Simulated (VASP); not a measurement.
# Rb2PtS3 (P-3m1) in VASP: relaxation of cell and atoms with PBEsol

Aim: the relaxation of cell and atoms of Rb2PtS3 with PBEsol.

Program: VASP 6.6.1. These are calculated values, not measurements. Logs are shortened: lines on timing, memory, paths and dates and some standing lists are left out, and cuts for length are marked.

## (1) The cell of the first run

Symmetry: P-3m1, No. 164, trigonal system. The conventional cell has a = 4.573 Å, b = 4.573 Å, c = 11.310 Å, α = 90.00°, β = 90.00°, γ = 120.00°. Rb (site symmetry 3m) has 6 S at 3.32 to 3.33 Å and 3 Pt at 4.49 Å and 6 Rb at 4.57 Å within 4.6 Å. Pt (site symmetry -3m) has 6 S at 3.10 Å within 4.1 Å. S (site symmetry 3m) has 3 Pt at 3.10 Å and 3 Rb at 3.32 Å and 3 S at 4.18 Å within 4.2 Å. Within 4.6 Å of S (site symmetry -3m) lie 6 Rb at 3.33 Å and 6 S at 4.57 Å.

## (2) Relaxation of cell and atoms, PBEsol

Contents of INCAR:

```
ALGO = Normal
EDIFF = 1E-7
EDIFFG = -0.01
ENCUT = 600
GGA = PS
IBRION = 2
ISIF = 3
ISMEAR = -1
LASPH = T
LCHARG = F
LREAL = F
LWAVE = F
NELM = 100
NSW = 100
PREC = Accurate
SIGMA = 0.03
```

Contents of KPOINTS:

```
k-points
0
Gamma
  6 6 2
```

Contents of POSCAR:

```
Rb2PtS3
1.0
    4.5730056400      0.0000000000      0.0000000000
   -2.2865028200      3.9603390500      0.0000000000
    0.0000000000      0.0000000000     11.3102624500
Rb Pt S
2 1 3
Direct
    0.3333333300      0.6666666700      0.6790233900
    0.6666666700      0.3333333300      0.3209766100
    0.0000000000      0.0000000000      0.0000000000
    0.3333333300      0.6666666700      0.1429916000
    0.6666666700      0.3333333300      0.8570084000
    0.0000000000      0.0000000000      0.5000000000
```

Potentials or basis: VASP PAW PBE potentials, release 64 (Rb_sv, Pt, S).

The run is started by

```sh
cat potpaw_PBE.64/Rb_sv/POTCAR potpaw_PBE.64/Pt/POTCAR potpaw_PBE.64/S/POTCAR > POTCAR
mpirun -np 1 vasp_std > vasp.out
```

OUTCAR:

```text
EDIFF = 1E-7
   EDIFFG = -0.01
   ENCUT = 600
   GGA = PS
   IBRION = 2
   ISIF = 3
   ISMEAR = -1
   LASPH = T
   LREAL = F
   NELM = 100
   NSW = 100
   PREC = Accurate

 ion  position               nearest neighbor table
   1  0.333  0.667  0.679-   5 3.32   5 3.32   5 3.32   6 3.33   6 3.33   6 3.33   3 4.49   3 4.49
                             3 4.49   2 4.83   2 4.83   2 4.83
   2  0.667  0.333  0.321-   4 3.32   4 3.32   4 3.32   6 3.33   6 3.33   6 3.33   3 4.49   3 4.49
                             3 4.49   1 4.83   1 4.83   1 4.83
   3  0.000  0.000  0.000-   4 3.10   5 3.10   4 3.10   5 3.10   5 3.10   4 3.10   1 4.49   2 4.49
                             1 4.49   2 4.49   1 4.49   2 4.49
   4  0.333  0.667  0.143-   3 3.10   3 3.10   3 3.10   2 3.32   2 3.32   2 3.32
   5  0.667  0.333  0.857-   3 3.10   3 3.10   3 3.10   1 3.32   1 3.32   1 3.32
   6  0.000  0.000  0.500-   1 3.33   2 3.33   1 3.33   2 3.33   2 3.33   1 3.33

  LATTYP: Found a hexagonal cell.
 ALAT       =     4.5730056400
 C/A-ratio  =     2.4732666741

  Lattice vectors:

 A1 = (   4.5730056400,   0.0000000000,   0.0000000000)
 A2 = (  -2.2865028200,   3.9603390500,   0.0000000000)
 A3 = (   0.0000000000,   0.0000000000,  11.3102624500)

Analysis of symmetry for initial positions (statically):
=====================================================================
 Subroutine PRICEL returns:
 Original cell was already a primitive cell.

 Routine SETGRP: Setting up the symmetry group for a
 hexagonal supercell.

 Subroutine GETGRP returns: Found 12 space group operations
 (whereof 12 operations were pure point group operations)
 out of a pool of 24 trial point group operations.

The static configuration has the point symmetry D_3d.

Analysis of symmetry for dynamics (positions and initial velocities):
=====================================================================
 Subroutine PRICEL returns:
 Original cell was already a primitive cell.

 Routine SETGRP: Setting up the symmetry group for a
 hexagonal supercell.

 Subroutine GETGRP returns: Found 12 space group operations
 (whereof 12 operations were pure point group operations)
 out of a pool of 24 trial point group operations.

The dynamic configuration has the point symmetry D_3d.

 Subroutine INISYM returns: Found 12 space group operations
 (whereof 12 operations are pure point group operations),
 and found     1 'primitive' translations

----------------------------------------------------------------------------------------

                                     Primitive cell

  volume of cell :     204.8362

  direct lattice vectors                    reciprocal lattice vectors
     4.573005640  0.000000000  0.000000000     0.218674561  0.126251817  0.000000000
    -2.286502820  3.960339050  0.000000000     0.000000000  0.252503633  0.000000000
     0.000000000  0.000000000 11.310262450     0.000000000  0.000000000  0.088415278

  length of vectors
     4.573005640  4.573005635 11.310262450     0.252503633  0.252503633  0.088415278

  position of ions in fractional coordinates (direct lattice)
     0.333333330  0.666666670  0.679023390
     0.666666670  0.333333330  0.320976610
     0.000000000  0.000000000  0.000000000
     0.333333330  0.666666670  0.142991600
     0.666666670  0.333333330  0.857008400
     0.000000000  0.000000000  0.500000000

  ion indices of the primitive-cell ions
   primitive index   ion index
                 1           1
                 2           2
                 3           3
                 4           4
                 5           5
                 6           6

----------------------------------------------------------------------------------------

 KPOINTS: k-points

Automatic generation of k-mesh.
 Grid dimensions read from file:
 generate k-points for:    6    6    2

 Generating k-lattice:

  Cartesian coordinates                     Fractional coordinates (reciprocal lattice)
     0.036445760  0.021041969  0.000000000     0.166666667  0.000000000  0.000000000
     0.000000000  0.042083939  0.000000000     0.000000000  0.166666667  0.000000000
     0.000000000  0.000000000  0.044207639     0.000000000  0.000000000  0.500000000

  Length of vectors
     0.042083939  0.042083939  0.044207639

  Shift w.r.t. Gamma in fractional coordinates (k-lattice)
     0.000000000  0.000000000  0.000000000

 Subroutine IBZKPT returns following result:
 ===========================================

 Found     14 irreducible k-points:

 Following reciprocal coordinates:
            Coordinates               Weight
  0.000000  0.000000  0.000000      1.000000
  0.166667 -0.000000  0.000000      6.000000
  0.333333 -0.000000  0.000000      6.000000
  0.500000 -0.000000  0.000000      3.000000
  0.166667  0.166667  0.000000      6.000000
  0.333333  0.166667  0.000000     12.000000
  0.333333  0.333333  0.000000      2.000000
  0.000000  0.000000  0.500000      1.000000
  0.166667 -0.000000  0.500000      6.000000
  0.333333 -0.000000  0.500000      6.000000
  0.500000 -0.000000  0.500000      3.000000
  0.166667  0.166667  0.500000      6.000000
  0.333333  0.166667  0.500000     12.000000
  0.333333  0.333333  0.500000      2.000000
   k-points           NKPTS =     14   k-points in BZ     NKDIM =     14   number of bands    NBANDS=     27
   number of dos      NEDOS =    301   number of ions     NIONS =      6
   total plane-waves  NPLWV = 144000
   dimension x,y,z NGX =    40 NGY =   40 NGZ =   90
   dimension x,y,z NGXF=    80 NGYF=   80 NGZF=  180
   ions per type =               2   1   3
   NGX,Y,Z   is equivalent  to a cutoff of  14.54, 14.54, 13.23 a.u.
   NGXF,Y,Z  is equivalent  to a cutoff of  29.08, 29.08, 26.46 a.u.
 SYSTEM =  unknown system
   PREC   = accura    normal or accurate (medium, high low for compatibility)
   ISTART =      0    job   : 0-new  1-cont  2-samecut
   ICHARG =      2    charge: 1-file 2-atom 10-const
   ISPIN  =      1    spin polarized calculation?
   LNONCOLLINEAR =      F non collinear calculations
   LSORBIT =      F    spin-orbit coupling
   LASPH  =      T    aspherical Exc in radial PAW
   ENCUT  =  600.0 eV  44.10 Ry    6.64 a.u.   9.13  9.13 22.59*2*pi/ulx,y,z
   NELM   =    100;   NELMIN=  2; NELMDL= -5     # of ELM steps
   EDIFF  = 0.1E-06   stopping-criterion for ELM
   LREAL  =      F    real-space projection
   EDIFFG = -.1E-01   stopping-criterion for IOM
   NSW    =    100    number of steps for IOM
   IBRION =      2    ionic relax: 0-MD 1-quasi-New 2-CG
   NFREE  =      1    steps in history (QN), initial steepest desc. (CG)
   ISIF   =      3    stress and relaxation
   ISYM   =      2    0-nonsym 1-usesym 2-fastsym
   POTIM  = 0.5000    time-step for ionic-motion
   TEBEG  =    0.0;   TEEND  =   0.0 temperature during run
   PSTRESS=    0.0 pullay stress
   NELECT =      46.0000    total number of electrons
   NUPDOWN=      -1.0000    fix difference up-down
   EMIN   =  10.00;   EMAX   =-10.00  energy-range for DOS
   EFERMI =   0.00;   METHOD = LEGACY
   ISMEAR =    -1;   SIGMA  =   0.03  broadening in eV -4-tet -1-fermi 0-gaus
   EFERMI_NEDOS =   21; number of points for ismear=-14 and -15
   IALGO  =     38    algorithm
   IMIX   =      4    mixing-type and parameters
     AMIX     =   0.40;   BMIX     =  1.00
     AMIX_MAG =   1.60;   BMIX_MAG =  1.00
  volume/ion in A,a.u.               =      34.14       230.38
  Fermi-wavevector in a.u.,A,eV,Ry     =   0.995081  1.880431 13.472306  0.990187
  Thomas-Fermi vector in A             =   2.127077
   LORBIT       =      0    0 simple, 1 ext, 2 COOP (PROOUT), +10 PAW based schemes
   GGA     = PS    functional components
   LHFCALC =     F    Hartree Fock is set to
   AEXX    =    0.0000 exact exchange contribution
   IVDW    =     0    specifies the selected vdW correction
   LEPSILON=     F    determine dielectric tensor
   LRPA    =     F    only Hartree local field effects (RPA)
 conjugate gradient relaxation of ions
 non-spin polarized calculation
  energy-cutoff  :      600.00
  volume of cell :      204.84
 maximum number of plane-waves:      6885
 NGX is ok and might be reduce to    40
   NGX = 19   NGY = 19   NGZ = 45

--------------------------------------- Ionic step        1  -------------------------------------------

 number of electron      46.0000002 magnetization

 Free energy of the ion-electron system (eV)
  ---------------------------------------------------
  ext. energy  EPLUGINS =         0.00000000
  ---------------------------------------------------
  free energy    TOTEN  =       -20.21275751 eV

  energy without entropy =      -20.15653266  energy(sigma->0) =      -20.18464509

------------------------ aborting loop because EDIFF is reached ----------------------------------------

  FORCE on cell =-STRESS in cart. coord.  units (eV):
  Direction    XX          YY          ZZ          XY          YZ          ZX
  --------------------------------------------------------------------------------------
  -------------------------------------------------------------------------------------
  Total      -10.4746874    -10.4746874     -8.8167894     -0.0000000      0.0000000      0.0000000
  in kB      -81.9303606    -81.9303603    -68.9627011     -0.0000000      0.0000000      0.0000000
  external PRESSURE =     -77.6078074 kB  Pullay stress =       0.0000000 kB
[... 1385 lines left out ...]
     26       8.5327      0.00000
     27       8.8392      0.00000

[... ionic steps 4 to 23 ...]

--------------------------------------- Ionic step       24  -------------------------------------------

 number of electron      46.0000002 magnetization

------------------------ aborting loop because EDIFF is reached ----------------------------------------

  FORCE on cell =-STRESS in cart. coord.  units (eV):
  Direction    XX          YY          ZZ          XY          YZ          ZX
  --------------------------------------------------------------------------------------
  -------------------------------------------------------------------------------------
  Total        0.0520080      0.0520080      0.0193470      0.0000000      0.0000000      0.0000000
  in kB        0.5584969      0.5584969      0.2077615      0.0000000      0.0000000      0.0000000
  external PRESSURE =       0.4415851 kB  Pullay stress =       0.0000000 kB
[... 65 lines left out ...]
  energy  without entropy=      -25.3721456257  energy(sigma->0) =      -25.37970337

--------------------------------------- Ionic step       26  -------------------------------------------

 number of electron      46.0000002 magnetization

 Free energy of the ion-electron system (eV)
  ---------------------------------------------------
  ext. energy  EPLUGINS =         0.00000000
  ---------------------------------------------------
  free energy    TOTEN  =       -25.38735648 eV

  energy without entropy =      -25.37226503  energy(sigma->0) =      -25.37981075

 E-fermi :   3.5474     XC(G=0):  -9.3527

 val. band max:        3.5318119375   @ k =   0.3333  -0.0000   0.0000
 cond. band min:       3.7408975588   @ k =   0.1667  -0.0000   0.0000
 fundamental gap:      0.2090856213
 Fermi energy:         3.5474213286

 k-point     1 :       0.0000    0.0000    0.0000
  band No.  band energies     occupation
      1     -23.0575      2.00000
      2     -23.0512      2.00000
      3     -11.8614      2.00000
      4      -9.4352      2.00000
      5      -8.2946      2.00000
      6      -7.0820      2.00000
[... 442 lines left out ...]
  FREE ENERGIE OF THE ION-ELECTRON SYSTEM (eV)
  ---------------------------------------------------
  free  energy   TOTEN  =       -25.3873564802 eV

  energy  without entropy=      -25.3722650290  energy(sigma->0) =      -25.37981075

 reached required accuracy - stopping structural energy minimisation
```

Wall time 74 min (1 thread of AMD EPYC 7R13, shared host); peak memory 0.45 GiB.

Results:

- Free energy: -25.3874 eV
- Relaxed volume: 24.88 Å³/atom
- Relaxed cell: a = 3.833 Å, b = 3.833 Å, c = 11.733 Å, α = 90.00°, β = 90.00°, γ = 120.00°
- Space group after relaxing (to 0.1 Å): P-3m1 (No. 164)
- Pressure after relaxing: 0.0 GPa
- Largest force after relaxing: 0.003 eV/Å
- Band gap on the k mesh: zero (bands 23 and 24 overlap by 0.43 eV)

Forces on the atoms (eV/Å):
```
Rb   0.000  0.000  0.002
Rb   0.000  0.000 -0.002
Pt   0.000  0.000  0.000
S    0.000  0.000  0.003
S    0.000  0.000 -0.003
S    0.000  0.000  0.000
```

Final structure:
```
Rb Pt S
1.0
     3.83300    0.00000    0.00000
    -1.91650    3.31947    0.00000
     0.00000    0.00000   11.73271
Rb Pt S
2 1 3
Direct
  0.33333 0.66667 0.68466
  0.66667 0.33333 0.31534
  0.00000 0.00000 0.00000
  0.33333 0.66667 0.08941
  0.66667 0.33333 0.91059
  0.00000 0.00000 0.50000
```

Caveat: the volume moved by over 15 % at a fixed basis, so the end points are rough; the PAW data sets were made with another functional, which shifts forces and pressure a little; spin-orbit coupling is left out, which moves the levels of the heavy elements.
